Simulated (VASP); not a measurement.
# Hf (Pm-3n) in VASP: single point with r2SCAN

Aim: the single point of Hf with r2SCAN.

Everything below comes from runs of VASP 6.6.1. Logs are shortened: lines on timing, memory, paths and dates and some standing lists are left out, and cuts for length are marked.

## 1. The cell of the first run

The structure is cubic, space group Pm-3n (No. 223). Conventional cell: a = 5.642 Å, b = 5.642 Å, c = 5.642 Å, α = 90.00°, β = 90.00°, γ = 90.00°. Hf (site symmetry m-3) has 12 Hf at 3.15 Å within 4.2 Å. Hf (site symmetry -4m2) has 14 Hf at 2.82 to 3.45 Å within 3.7 Å.

## 2. Single point, r2SCAN

Contents of POSCAR:

```
Hf
1.0
    5.6418838193      0.0000000000      0.0000000000
    0.0000000000      5.6418838193      0.0000000000
    0.0000000000      0.0000000000      5.6418838193
Hf
8
Direct
    1.0000000000      0.0000000000      0.0000000000
    0.5000000000      0.5000000000      0.5000000000
    0.2500000000      0.0000000000      0.5000000000
    0.7500000000      1.0000000000      0.5000000000
    0.5000000000      0.2500000000      0.0000000000
    0.5000000000      0.7500000000      0.0000000000
    1.0000000000      0.5000000000      0.2500000000
    0.0000000000      0.5000000000      0.7500000000
```

Contents of INCAR.step1:

```
SYSTEM = Hf
ALGO = Normal ; EDIFF = 1E-4
ENCUT = 520 ; GGA = PE
ISMEAR = -1 ; LASPH = .True.
LCHARG = .False. ; LREAL = .False.
LWAVE = .True. ; NBANDS = 50
NELM = 80 ; PREC = Accurate
SIGMA = 0.1
```

Contents of INCAR.step2:

```
SYSTEM = Hf
ALGO = Normal ; EDIFF = 1E-6
ENCUT = 520 ; ISIF = 2
ISMEAR = -1 ; ISTART = 1
LASPH = .True. ; LCHARG = .False.
LMIXTAU = .True. ; LREAL = .False.
LWAVE = .False. ; METAGGA = R2SCAN
NBANDS = 50 ; NELM = 80
PREC = Accurate ; SIGMA = 0.1
```

Contents of KPOINTS:

```
k-points
0
Gamma
  6 6 6
  0 0 0
```

Potentials or basis: VASP PAW PBE potentials, release 64 (Hf_pv).

Launch:

```console
$ cat potpaw_PBE.64/Hf_pv/POTCAR > POTCAR
$ cp INCAR.step1 INCAR
$ mpirun -np 1 vasp_std > vasp.out
$ cp INCAR.step2 INCAR
$ mpirun -np 1 vasp_std > vasp.out
```

OUTCAR:

```text
SYSTEM = Hf
   EDIFF = 1E-6
   ENCUT = 520
   ISIF = 2
   ISMEAR = -1
   ISTART = 1
   LASPH = .True.
   LREAL = .False.
   METAGGA = R2SCAN
   NELM = 80
   PREC = Accurate

 ion  position               nearest neighbor table
   1  0.000  0.000  0.000-   3 3.15   4 3.15   5 3.15   6 3.15   7 3.15   8 3.15   3 3.15   4 3.15
                             7 3.15   8 3.15   5 3.15   6 3.15
   2  0.500  0.500  0.500-   3 3.15   4 3.15   5 3.15   6 3.15   7 3.15   8 3.15   5 3.15   6 3.15
                             3 3.15   4 3.15   7 3.15   8 3.15
   3  0.250  0.000  0.500-   4 2.82   4 2.82   1 3.15   1 3.15   2 3.15   2 3.15   8 3.45   5 3.45
                             5 3.45   6 3.45   6 3.45   7 3.45   8 3.45   7 3.45
   4  0.750  0.000  0.500-   3 2.82   3 2.82   1 3.15   1 3.15   2 3.15   2 3.15   8 3.45   5 3.45
                             5 3.45   6 3.45   6 3.45   7 3.45   8 3.45   7 3.45
   5  0.500  0.250  0.000-   6 2.82   6 2.82   1 3.15   2 3.15   2 3.15   1 3.15   8 3.45   4 3.45
                             3 3.45   4 3.45   3 3.45   7 3.45   7 3.45   8 3.45
   6  0.500  0.750  0.000-   5 2.82   5 2.82   1 3.15   2 3.15   2 3.15   1 3.15   8 3.45   4 3.45
                             3 3.45   4 3.45   3 3.45   7 3.45   7 3.45   8 3.45
   7  0.000  0.500  0.250-   8 2.82   8 2.82   1 3.15   2 3.15   1 3.15   2 3.15   3 3.45   4 3.45
                             5 3.45   3 3.45   4 3.45   6 3.45   5 3.45   6 3.45
   8  0.000  0.500  0.750-   7 2.82   7 2.82   1 3.15   2 3.15   1 3.15   2 3.15   3 3.45   4 3.45
                             5 3.45   3 3.45   4 3.45   6 3.45   5 3.45   6 3.45

  LATTYP: Found a simple cubic cell.
 ALAT       =     5.6418838193

  Lattice vectors:

 A1 = (   5.6418838193,   0.0000000000,   0.0000000000)
 A2 = (   0.0000000000,   5.6418838193,   0.0000000000)
 A3 = (   0.0000000000,   0.0000000000,   5.6418838193)

Analysis of symmetry for initial positions (statically):
=====================================================================
 Subroutine PRICEL returns:
 Original cell was already a primitive cell.

 Routine SETGRP: Setting up the symmetry group for a
 simple cubic supercell.

 Subroutine GETGRP returns: Found 48 space group operations
 (whereof 24 operations were pure point group operations)
 out of a pool of 48 trial point group operations.

The static configuration has the point symmetry T_h .
 The point group associated with its full space group is O_h .

Analysis of symmetry for dynamics (positions and initial velocities):
=====================================================================
 Subroutine PRICEL returns:
 Original cell was already a primitive cell.

 Routine SETGRP: Setting up the symmetry group for a
 simple cubic supercell.

 Subroutine GETGRP returns: Found 48 space group operations
 (whereof 24 operations were pure point group operations)
 out of a pool of 48 trial point group operations.

The dynamic configuration has the point symmetry T_h .
 The point group associated with its full space group is O_h .

 Subroutine INISYM returns: Found 48 space group operations
 (whereof 24 operations are pure point group operations),
 and found     1 'primitive' translations

----------------------------------------------------------------------------------------

                                     Primitive cell

  volume of cell :     179.5860

  direct lattice vectors                    reciprocal lattice vectors
     5.641883819  0.000000000  0.000000000     0.177245763  0.000000000  0.000000000
     0.000000000  5.641883819  0.000000000     0.000000000  0.177245763  0.000000000
     0.000000000  0.000000000  5.641883819     0.000000000  0.000000000  0.177245763

  length of vectors
     5.641883819  5.641883819  5.641883819     0.177245763  0.177245763  0.177245763

  position of ions in fractional coordinates (direct lattice)
     0.000000000  0.000000000  0.000000000
     0.500000000  0.500000000  0.500000000
     0.250000000  0.000000000  0.500000000
     0.750000000  0.000000000  0.500000000
     0.500000000  0.250000000  0.000000000
     0.500000000  0.750000000  0.000000000
     0.000000000  0.500000000  0.250000000
     0.000000000  0.500000000  0.750000000

  ion indices of the primitive-cell ions
   primitive index   ion index
                 1           1
                 2           2
                 3           3
                 4           4
                 5           5
                 6           6
                 7           7
                 8           8

----------------------------------------------------------------------------------------

 KPOINTS: k-points

Automatic generation of k-mesh.
 Grid dimensions read from file:
 generate k-points for:    6    6    6

 Generating k-lattice:

  Cartesian coordinates                     Fractional coordinates (reciprocal lattice)
     0.029540960  0.000000000  0.000000000     0.166666667  0.000000000  0.000000000
     0.000000000  0.029540960  0.000000000     0.000000000  0.166666667  0.000000000
     0.000000000  0.000000000  0.029540960     0.000000000  0.000000000  0.166666667

  Length of vectors
     0.029540960  0.029540960  0.029540960

  Shift w.r.t. Gamma in fractional coordinates (k-lattice)
     0.000000000  0.000000000  0.000000000

 Subroutine IBZKPT returns following result:
 ===========================================

 Found     20 irreducible k-points:

 Following reciprocal coordinates:
            Coordinates               Weight
  0.000000  0.000000  0.000000      1.000000
  0.166667  0.000000  0.000000      6.000000
  0.333333  0.000000  0.000000      6.000000
  0.500000  0.000000  0.000000      3.000000
  0.166667  0.166667  0.000000     12.000000
  0.333333  0.166667  0.000000     24.000000
[... 12 lines left out ...]
  0.500000  0.500000  0.333333      6.000000
  0.500000  0.500000  0.500000      1.000000
   k-points           NKPTS =     20   k-points in BZ     NKDIM =     20   number of bands    NBANDS=     50
   number of dos      NEDOS =    301   number of ions     NIONS =      8
   total plane-waves  NPLWV =  74088
   dimension x,y,z NGX =    42 NGY =   42 NGZ =   42
   dimension x,y,z NGXF=    84 NGYF=   84 NGZF=   84
   ions per type =               8
   NGX,Y,Z   is equivalent  to a cutoff of  12.38, 12.38, 12.38 a.u.
   NGXF,Y,Z  is equivalent  to a cutoff of  24.75, 24.75, 24.75 a.u.
 SYSTEM =  Hf
   PREC   = accura    normal or accurate (medium, high low for compatibility)
   ISTART =      1    job   : 0-new  1-cont  2-samecut
   ICHARG =      0    charge: 1-file 2-atom 10-const
   ISPIN  =      1    spin polarized calculation?
   LNONCOLLINEAR =      F non collinear calculations
   LSORBIT =      F    spin-orbit coupling
   LASPH  =      T    aspherical Exc in radial PAW
   ENCUT  =  520.0 eV  38.22 Ry    6.18 a.u.  10.49 10.49 10.49*2*pi/ulx,y,z
   NELM   =     80;   NELMIN=  2; NELMDL=  0     # of ELM steps
   EDIFF  = 0.1E-05   stopping-criterion for ELM
   LREAL  =      F    real-space projection
   EDIFFG = 0.1E-04   stopping-criterion for IOM
   NSW    =      0    number of steps for IOM
   IBRION =     -1    ionic relax: 0-MD 1-quasi-New 2-CG
   NFREE  =      0    steps in history (QN), initial steepest desc. (CG)
   ISIF   =      2    stress and relaxation
   ISYM   =      2    0-nonsym 1-usesym 2-fastsym
   POTIM  = 0.5000    time-step for ionic-motion
   TEBEG  =    0.0;   TEEND  =   0.0 temperature during run
   PSTRESS=    0.0 pullay stress
   NELECT =      80.0000    total number of electrons
   NUPDOWN=      -1.0000    fix difference up-down
   EMIN   =  10.00;   EMAX   =-10.00  energy-range for DOS
   EFERMI =   0.00;   METHOD = LEGACY
   ISMEAR =    -1;   SIGMA  =   0.10  broadening in eV -4-tet -1-fermi 0-gaus
   EFERMI_NEDOS =   21; number of points for ismear=-14 and -15
   IALGO  =     38    algorithm
   IMIX   =      4    mixing-type and parameters
     AMIX     =   0.40;   BMIX     =  1.00
     AMIX_MAG =   1.60;   BMIX_MAG =  1.00
  volume/ion in A,a.u.               =      22.45       151.49
  Fermi-wavevector in a.u.,A,eV,Ry     =   1.250299  2.362723 21.269288  1.563249
  Thomas-Fermi vector in A             =   2.384300
   LORBIT       =      0    0 simple, 1 ext, 2 COOP (PROOUT), +10 PAW based schemes
   METAGGA = R2SCAN    functional components
   LHFCALC =     F    Hartree Fock is set to
   AEXX    =    0.0000 exact exchange contribution
   IVDW    =     0    specifies the selected vdW correction
   LEPSILON=     F    determine dielectric tensor
   LRPA    =     F    only Hartree local field effects (RPA)
 non-spin polarized calculation
  energy-cutoff  :      520.00
  volume of cell :      179.59
 maximum number of plane-waves:      4945
 NGX is ok and might be reduce to    42
   NGX = 21   NGY = 21   NGZ = 21

 number of electron      80.0000007 magnetization

 Free energy of the ion-electron system (eV)
  ---------------------------------------------------
  ext. energy  EPLUGINS =         0.00000000
  ---------------------------------------------------
  free energy    TOTEN  =      -359.22931665 eV

  energy without entropy =     -358.67224610  energy(sigma->0) =     -358.95078138

 E-fermi :   4.2852     XC(G=0): -12.1443

 val. band max:        4.2841751820   @ k =   0.1667   0.1667   0.1667
 cond. band min:       4.2861619741   @ k =   0.3333   0.1667   0.1667
 fundamental gap:      0.0019867922
 Fermi energy:         4.2851661369

 k-point     1 :       0.0000    0.0000    0.0000
  band No.  band energies     occupation
      1     -27.5645      2.00000
      2     -27.5645      2.00000
      3     -27.4641      2.00000
      4     -27.2495      2.00000
      5     -27.2495      2.00000
      6     -27.2495      2.00000
[... 42 lines left out ...]
     49       6.1816      0.00000
     50       8.0660      0.00000

 k-point     2 :       0.1667    0.0000    0.0000
  band No.  band energies     occupation
      1     -27.5707      2.00000
      2     -27.5352      2.00000
      3     -27.4317      2.00000
      4     -27.2440      2.00000
      5     -27.2440      2.00000
      6     -27.2073      2.00000
[... 42 lines left out ...]
     49       6.4740      0.00000
     50       7.3153      0.00000

 k-point     3 :       0.3333    0.0000    0.0000
  band No.  band energies     occupation
      1     -27.5763      2.00000
      2     -27.5430      2.00000
      3     -27.2468      2.00000
      4     -27.2332      2.00000
      5     -27.2332      2.00000
      6     -27.1015      2.00000
[... 42 lines left out ...]
     49       6.7865      0.00000
     50       7.1488      0.00000

 k-point     4 :       0.5000    0.0000    0.0000
  band No.  band energies     occupation
      1     -27.5662      2.00000
      2     -27.5662      2.00000
      3     -27.2284      2.00000
      4     -27.2284      2.00000
      5     -27.1121      2.00000
      6     -27.1121      2.00000
[... 787 lines left out ...]
 k-point    19 :       0.5000    0.5000    0.3333
  band No.  band energies     occupation
      1     -27.3464      2.00000
      2     -27.1455      2.00000
      3     -27.1455      2.00000
      4     -27.1401      2.00000
      5     -27.1093      2.00000
      6     -27.0603      2.00000
[... 42 lines left out ...]
     49       7.4561      0.00000
     50       7.4614      0.00000

 k-point    20 :       0.5000    0.5000    0.5000
  band No.  band energies     occupation
      1     -27.1381      2.00000
      2     -27.1381      2.00000
      3     -27.1381      2.00000
      4     -27.1381      2.00000
      5     -27.1381      2.00000
      6     -27.1381      2.00000
[... 42 lines left out ...]
     49       8.1203      0.00000
     50       8.1203      0.00000

------------------------ aborting loop because EDIFF is reached ----------------------------------------

  FORCE on cell =-STRESS in cart. coord.  units (eV):
  Direction    XX          YY          ZZ          XY          YZ          ZX
  --------------------------------------------------------------------------------------
  -------------------------------------------------------------------------------------
  Total       -0.4083054     -0.4083054     -0.4083054     -0.0000000     -0.0000000      0.0000000
  in kB       -3.6426993     -3.6426993     -3.6426993     -0.0000000     -0.0000000      0.0000000
  external PRESSURE =      -3.6426993 kB  Pullay stress =       0.0000000 kB

 VOLUME and BASIS-vectors are now :
 -----------------------------------------------------------------------------
  energy-cutoff  :      520.00
  volume of cell :      179.59
      direct lattice vectors                 reciprocal lattice vectors
     5.641883819  0.000000000  0.000000000     0.177245763  0.000000000  0.000000000
     0.000000000  5.641883819  0.000000000     0.000000000  0.177245763  0.000000000
     0.000000000  0.000000000  5.641883819     0.000000000  0.000000000  0.177245763

 POSITION                                       TOTAL-FORCE (eV/Angst)
 -----------------------------------------------------------------------------------
      0.00000      0.00000      0.00000         0.000000      0.000000      0.000000
      2.82094      2.82094      2.82094         0.000000      0.000000      0.000000
      1.41047      0.00000      2.82094        -0.000000     -0.000000     -0.000000
      4.23141      0.00000      2.82094         0.000000      0.000000     -0.000000
      2.82094      1.41047      0.00000         0.000000      0.000000      0.000000
      2.82094      4.23141      0.00000         0.000000     -0.000000     -0.000000
      0.00000      2.82094      1.41047         0.000000      0.000000      0.000000
      0.00000      2.82094      4.23141        -0.000000     -0.000000     -0.000000
 -----------------------------------------------------------------------------------
    total drift:                                0.000000     -0.000000     -0.000000

  FREE ENERGIE OF THE ION-ELECTRON SYSTEM (eV)
  ---------------------------------------------------
  free  energy   TOTEN  =      -359.2293166536 eV

  energy  without entropy=     -358.6722461039  energy(sigma->0) =     -358.95078138
```

It took 11 min on 1 thread of AMD EPYC 7R43 (Zen 3), shared host; peak memory 0.31 GiB.

Results:

- Free energy: -359.2293 eV
- Pressure: -0.4 GPa
- Band gap on the k mesh: zero (bands 40 and 41 overlap by 0.62 eV)

Caveat: the PAW data sets were made with another functional, which shifts forces and pressure a little; spin-orbit coupling is left out, which moves the levels of the heavy elements.
